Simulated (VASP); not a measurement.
# Ho2O (P6_3mc) in VASP: single point with PBE

Aim: the single point of Ho2O with PBE.

All numbers are computed with VASP 6.6.1; they aren't measurements. Logs are shortened: lines on timing, memory, paths and dates and some standing lists are left out, and cuts for length are marked.

### Step 1. The cell of the first run

Symmetry: P6_3mc, No. 186, hexagonal system. Conventional cell: a = 3.659 Å, b = 3.659 Å, c = 12.018 Å, α = 90.00°, β = 90.00°, γ = 120.00°. Within 3.0 Å of Ho (site symmetry 3m) lie 1 O at 2.25 Å. Within 2.9 Å of Ho (site symmetry 3m) lie 3 O at 2.21 Å. O (site symmetry 3m) has 4 Ho at 2.21 to 2.25 Å within 2.9 Å.

The cell was built from a structure type or drawn by symmetry, and may not be a known phase.

### Step 2. Single point, PBE

Contents of INCAR:

```
ALGO = Normal
EDIFF = 1E-6
ENCUT = 600
GGA = PE
GGA_COMPAT = False
ISIF = 2
ISMEAR = 0
LASPH = True
LCHARG = False
LMAXMIX = 6
LREAL = False
LWAVE = False
NBANDS = 33
NELM = 200
PREC = Accurate
SIGMA = 0.2
```

Contents of KPOINTS:

```
k-points
0
Gamma
  5 5 2
```

Contents of POSCAR:

```
Ho2O
1.0
    3.6587971549      0.0000000000      0.0000000000
   -1.8293985774      3.1686112834      0.0000000000
    0.0000000000      0.0000000000     12.0179894570
Ho O
4 2
Direct
    0.0000000000      0.0000000000      0.4435489606
    0.0000000000      0.0000000000      0.9435489606
    0.3333333333      0.6666666667      0.6857895658
    0.6666666667      0.3333333333      0.1857895658
    0.0000000000      0.0000000000      0.1309267436
    0.0000000000      0.0000000000      0.6309267436
```

Potentials or basis: VASP PAW PBE potentials, release 64 (Ho_3, O), 4f in core.

Run with:

```sh
$ cat potpaw_PBE.64/Ho_3/POTCAR potpaw_PBE.64/O/POTCAR > POTCAR
$ mpirun -np 1 vasp_std > vasp.out
```

OUTCAR:

```text
EDIFF = 1E-6
   ENCUT = 600
   GGA = PE
   ISIF = 2
   ISMEAR = 0
   LASPH = True
   LREAL = False
   NELM = 200
   PREC = Accurate

 ion  position               nearest neighbor table
   1  0.000  0.000  0.444-   6 2.25   3 3.60   3 3.60   3 3.60   4 3.75   4 3.75   4 3.75
   2  0.000  0.000  0.944-   5 2.25   4 3.60   4 3.60   4 3.60   3 3.75   3 3.75   3 3.75
   3  0.333  0.667  0.686-   6 2.21   6 2.21   6 2.21   1 3.60   1 3.60   1 3.60   2 3.75   2 3.75
                             2 3.75
   4  0.667  0.333  0.186-   5 2.21   5 2.21   5 2.21   2 3.60   2 3.60   2 3.60   1 3.75   1 3.75
                             1 3.75
   5  0.000  0.000  0.131-   4 2.21   4 2.21   4 2.21   2 2.25
   6  0.000  0.000  0.631-   3 2.21   3 2.21   3 2.21   1 2.25

  LATTYP: Found a hexagonal cell.
 ALAT       =     3.6587971549
 C/A-ratio  =     3.2846831754

  Lattice vectors:

 A1 = (   3.6587971549,   0.0000000000,   0.0000000000)
 A2 = (  -1.8293985774,   3.1686112834,   0.0000000000)
 A3 = (   0.0000000000,   0.0000000000,  12.0179894570)

Analysis of symmetry for initial positions (statically):
=====================================================================
 Subroutine PRICEL returns:
 Original cell was already a primitive cell.

 Routine SETGRP: Setting up the symmetry group for a
 hexagonal supercell.

 Subroutine GETGRP returns: Found 12 space group operations
 (whereof  6 operations were pure point group operations)
 out of a pool of 24 trial point group operations.

The static configuration has the point symmetry C_3v.
 The point group associated with its full space group is C_6v.

Analysis of symmetry for dynamics (positions and initial velocities):
=====================================================================
 Subroutine PRICEL returns:
 Original cell was already a primitive cell.

 Routine SETGRP: Setting up the symmetry group for a
 hexagonal supercell.

 Subroutine GETGRP returns: Found 12 space group operations
 (whereof  6 operations were pure point group operations)
 out of a pool of 24 trial point group operations.

The dynamic configuration has the point symmetry C_3v.
 The point group associated with its full space group is C_6v.

 Subroutine INISYM returns: Found 12 space group operations
 (whereof  6 operations are pure point group operations),
 and found     1 'primitive' translations

----------------------------------------------------------------------------------------

                                     Primitive cell

  volume of cell :     139.3282

  direct lattice vectors                    reciprocal lattice vectors
     3.658797155  0.000000000  0.000000000     0.273313867  0.157797835  0.000000000
    -1.829398577  3.168611283  0.000000000     0.000000000  0.315595670  0.000000000
     0.000000000  0.000000000 12.017989457     0.000000000  0.000000000  0.083208594

  length of vectors
     3.658797155  3.658797155 12.017989457     0.315595670  0.315595670  0.083208594

  position of ions in fractional coordinates (direct lattice)
     0.000000000  0.000000000  0.443548961
     0.000000000  0.000000000  0.943548961
     0.333333333  0.666666667  0.685789566
     0.666666667  0.333333333  0.185789566
     0.000000000  0.000000000  0.130926744
     0.000000000  0.000000000  0.630926744

  ion indices of the primitive-cell ions
   primitive index   ion index
                 1           1
                 2           2
                 3           3
                 4           4
                 5           5
                 6           6

----------------------------------------------------------------------------------------

 KPOINTS: k-points

Automatic generation of k-mesh.
 Grid dimensions read from file:
 generate k-points for:    5    5    2

 Generating k-lattice:

  Cartesian coordinates                     Fractional coordinates (reciprocal lattice)
     0.054662773  0.031559567  0.000000000     0.200000000  0.000000000  0.000000000
     0.000000000  0.063119134  0.000000000     0.000000000  0.200000000  0.000000000
     0.000000000  0.000000000  0.041604297     0.000000000  0.000000000  0.500000000

  Length of vectors
     0.063119134  0.063119134  0.041604297

  Shift w.r.t. Gamma in fractional coordinates (k-lattice)
     0.000000000  0.000000000  0.000000000

 Subroutine IBZKPT returns following result:
 ===========================================

 Found     10 irreducible k-points:

 Following reciprocal coordinates:
            Coordinates               Weight
  0.000000  0.000000  0.000000      1.000000
  0.200000 -0.000000  0.000000      6.000000
  0.400000 -0.000000  0.000000      6.000000
  0.200000  0.200000  0.000000      6.000000
  0.400000  0.200000  0.000000      6.000000
  0.000000  0.000000  0.500000      1.000000
  0.200000 -0.000000  0.500000      6.000000
  0.400000 -0.000000  0.500000      6.000000
  0.200000  0.200000  0.500000      6.000000
  0.400000  0.200000  0.500000      6.000000
   k-points           NKPTS =     10   k-points in BZ     NKDIM =     10   number of bands    NBANDS=     33
   number of dos      NEDOS =    301   number of ions     NIONS =      6
   total plane-waves  NPLWV =  86400
   dimension x,y,z NGX =    30 NGY =   30 NGZ =   96
   dimension x,y,z NGXF=    60 NGYF=   60 NGZF=  192
   ions per type =               4   2
   NGX,Y,Z   is equivalent  to a cutoff of  13.63, 13.63, 13.28 a.u.
   NGXF,Y,Z  is equivalent  to a cutoff of  27.26, 27.26, 26.56 a.u.
 SYSTEM =  unknown system
   PREC   = accura    normal or accurate (medium, high low for compatibility)
   ISTART =      0    job   : 0-new  1-cont  2-samecut
   ICHARG =      2    charge: 1-file 2-atom 10-const
   ISPIN  =      1    spin polarized calculation?
   LNONCOLLINEAR =      F non collinear calculations
   LSORBIT =      F    spin-orbit coupling
   LASPH  =      T    aspherical Exc in radial PAW
   ENCUT  =  600.0 eV  44.10 Ry    6.64 a.u.   7.31  7.31 24.00*2*pi/ulx,y,z
   NELM   =    200;   NELMIN=  2; NELMDL= -5     # of ELM steps
   EDIFF  = 0.1E-05   stopping-criterion for ELM
   LREAL  =      F    real-space projection
   EDIFFG = 0.1E-04   stopping-criterion for IOM
   NSW    =      0    number of steps for IOM
   IBRION =     -1    ionic relax: 0-MD 1-quasi-New 2-CG
   NFREE  =      0    steps in history (QN), initial steepest desc. (CG)
   ISIF   =      2    stress and relaxation
   ISYM   =      2    0-nonsym 1-usesym 2-fastsym
   POTIM  = 0.5000    time-step for ionic-motion
   TEBEG  =    0.0;   TEEND  =   0.0 temperature during run
   PSTRESS=    0.0 pullay stress
   NELECT =      48.0000    total number of electrons
   NUPDOWN=      -1.0000    fix difference up-down
   EMIN   =  10.00;   EMAX   =-10.00  energy-range for DOS
   EFERMI =   0.00;   METHOD = LEGACY
   ISMEAR =     0;   SIGMA  =   0.20  broadening in eV -4-tet -1-fermi 0-gaus
   EFERMI_NEDOS =   21; number of points for ismear=-14 and -15
   IALGO  =     38    algorithm
   IMIX   =      4    mixing-type and parameters
     AMIX     =   0.40;   BMIX     =  1.00
     AMIX_MAG =   1.60;   BMIX_MAG =  1.00
  volume/ion in A,a.u.               =      23.22       156.71
  Fermi-wavevector in a.u.,A,eV,Ry     =   1.147648  2.168741 17.920192  1.317097
  Thomas-Fermi vector in A             =   2.284327
   LORBIT       =      0    0 simple, 1 ext, 2 COOP (PROOUT), +10 PAW based schemes
   GGA     = PE    functional components
   LHFCALC =     F    Hartree Fock is set to
   AEXX    =    0.0000 exact exchange contribution
   IVDW    =     0    specifies the selected vdW correction
   LEPSILON=     F    determine dielectric tensor
   LRPA    =     F    only Hartree local field effects (RPA)
 non-spin polarized calculation
 Gauss-broadening in eV      SIGMA  =   0.20
  energy-cutoff  :      600.00
  volume of cell :      139.33
 maximum number of plane-waves:      4716
 NGX is ok and might be reduce to    30
   NGX = 15   NGY = 15   NGZ = 49

 number of electron      47.9999996 magnetization

 Free energy of the ion-electron system (eV)
  ---------------------------------------------------
  ext. energy  EPLUGINS =         0.00000000
  ---------------------------------------------------
  free energy    TOTEN  =       -39.31381719 eV

  energy without entropy =      -39.23110985  energy(sigma->0) =      -39.27246352

 E-fermi :   3.4483     XC(G=0):  -9.9038

 val. band max:        3.3698149229   @ k =   0.2000  -0.0000   0.0000
 cond. band min:       3.5341668730   @ k =   0.4000   0.2000   0.0000
 fundamental gap:      0.1643519501
 Fermi energy:         3.4483321737

 k-point     1 :       0.0000    0.0000    0.0000
  band No.  band energies     occupation
      1     -21.2697      2.00000
      2     -21.1289      2.00000
      3     -20.7788      2.00000
      4     -20.7788      2.00000
      5     -20.7745      2.00000
      6     -20.7745      2.00000
[... 25 lines left out ...]
     32       6.4702      0.00000
     33       6.7109      0.00000

 k-point     2 :       0.2000   -0.0000    0.0000
  band No.  band energies     occupation
      1     -21.3443      2.00000
      2     -21.3301      2.00000
      3     -20.9362      2.00000
      4     -20.8612      2.00000
      5     -20.8225      2.00000
      6     -20.8162      2.00000
[... 25 lines left out ...]
     32       6.2679      0.00000
     33       6.3939      0.00000
[... 250 lines left out ...]
     32       6.2031      0.00000
     33       6.9905      0.00000

 k-point    10 :       0.4000    0.2000    0.5000
  band No.  band energies     occupation
      1     -21.7162      2.00000
      2     -21.7162      2.00000
      3     -21.0252      2.00000
      4     -21.0252      2.00000
      5     -20.8803      2.00000
      6     -20.8803      2.00000
[... 25 lines left out ...]
     32       5.7694      0.00000
     33       7.3040      0.00000

------------------------ aborting loop because EDIFF is reached ----------------------------------------

  FORCE on cell =-STRESS in cart. coord.  units (eV):
  Direction    XX          YY          ZZ          XY          YZ          ZX
  --------------------------------------------------------------------------------------
  -------------------------------------------------------------------------------------
  Total        0.7572453      0.7572453      1.0951407      0.0000000      0.0000000      0.0000000
  in kB        8.7077925      8.7077925     12.5933527      0.0000000      0.0000000      0.0000000
  external PRESSURE =      10.0029792 kB  Pullay stress =       0.0000000 kB

 VOLUME and BASIS-vectors are now :
 -----------------------------------------------------------------------------
  energy-cutoff  :      600.00
  volume of cell :      139.33
      direct lattice vectors                 reciprocal lattice vectors
     3.658797155  0.000000000  0.000000000     0.273313867  0.157797835  0.000000000
    -1.829398577  3.168611283  0.000000000     0.000000000  0.315595670  0.000000000
     0.000000000  0.000000000 12.017989457     0.000000000  0.000000000  0.083208594

 POSITION                                       TOTAL-FORCE (eV/Angst)
 -----------------------------------------------------------------------------------
      0.00000      0.00000      5.33057         0.000000     -0.000000     -0.098178
      0.00000      0.00000     11.33956        -0.000000     -0.000000     -0.098178
     -0.00000      2.11241      8.24181        -0.000000     -0.000000      0.124539
      1.82940      1.05620      2.23282         0.000000     -0.000000      0.124539
      0.00000      0.00000      1.57348         0.000000     -0.000000     -0.026361
      0.00000      0.00000      7.58247        -0.000000      0.000000     -0.026361
 -----------------------------------------------------------------------------------
    total drift:                                0.000000      0.000000      0.002592

  FREE ENERGIE OF THE ION-ELECTRON SYSTEM (eV)
  ---------------------------------------------------
  free  energy   TOTEN  =       -39.3138171861 eV

  energy  without entropy=      -39.2311098464  energy(sigma->0) =      -39.27246352
```

Wall time 60 s (1 thread of Intel Xeon Platinum 8488C (Sapphire Rapids), shared host); peak memory 0.28 GiB.

Results:

- Free energy: -39.3138 eV
- Pressure: 1.0 GPa
- Largest force: 0.125 eV/Å
- Band gap on the k mesh: 0.16 eV (least direct gap 0.30 eV)

Forces in eV/Å, atoms in the order of the input:
```
Ho   0.000  0.000 -0.098
Ho   0.000  0.000 -0.098
Ho   0.000  0.000  0.125
Ho   0.000  0.000  0.125
O    0.000  0.000 -0.026
O    0.000  0.000 -0.026
```

Caveat: spin-orbit coupling is left out, which moves the levels of the heavy elements; an odd mesh through Γ misses points on the zone boundary, where band edges can lie; the 4f electrons are frozen in the core, so they carry no moment and show no levels.
